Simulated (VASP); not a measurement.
Set up this calculation in VASP 6.6.1, as the native input.

```yaml
Task: single point
Functional: PBEsol
Potentials_or_basis: VASP PAW PBE potentials, release 64 (Zr_sv, S)
Cutoff: 520 eV
k_mesh: 14 × 14 × 14
Occupations: fermi-dirac, width 0.02 eV
Spin: no spin polarisation
Dipole_correction: no
Further_INCAR_settings: ALGO = Normal; EDIFF = 1e-06; NBANDS = 16
```

The structure of ZrS lies in POSCAR:

```
ZrS
1.0
    0.0000000000      2.6250000000      2.6250000000
    2.6250000000      0.0000000000      2.6250000000
    2.6250000000      2.6250000000      0.0000000000
Zr S
1 1
Direct
    0.0000000000      0.0000000000      0.0000000000
    0.5000000000      0.5000000000      0.5000000000
```

The input as run:

INCAR

```
SYSTEM = ZrS
PREC     = Accurate       ! precision mode
ENCUT    = 520            ! plane-wave cutoff, eV
EDIFF    = 1E-6           ! SCF threshold, eV
ISMEAR   = -1             ! smearing method
SIGMA    = 0.02           ! smearing width, eV
LREAL    = .FALSE.        ! projectors in reciprocal space
LASPH    = .TRUE.         ! aspherical terms in the spheres
NELM     = 100            ! most SCF steps
ALGO     = Normal         ! electronic algorithm
ISIF     = 2              ! what is computed and relaxed
LWAVE    = .FALSE.        ! write WAVECAR
LCHARG   = .TRUE.         ! write CHGCAR
GGA      = PS             ! functional
LELF     = .TRUE.         ! ELF
LVHAR    = .TRUE.       
NBANDS   = 16             ! bands
```

KPOINTS

```
Automatic mesh
0
G
  14 14 14
  0 0 0
```

Potentials or basis: VASP PAW PBE potentials, release 64 (Zr_sv, S).

Command:

```sh
$ cat potpaw_PBE.64/Zr_sv/POTCAR potpaw_PBE.64/S/POTCAR > POTCAR
$ mpirun -np 1 vasp_std > vasp.out
```

Results of the run:

- Pressure: -6.3 GPa
- Band gap on the k mesh: zero (band 9 reaches 12.07 eV, above the bottom of band 10 at 9.24 eV)

Caveat: the PAW data sets were made with another functional, which shifts forces and pressure a little.

It took 25 s on 1 thread of Intel(R) Xeon(R) 6975P-C (Granite Rapids) (shared host), peak memory 0.19 GiB.
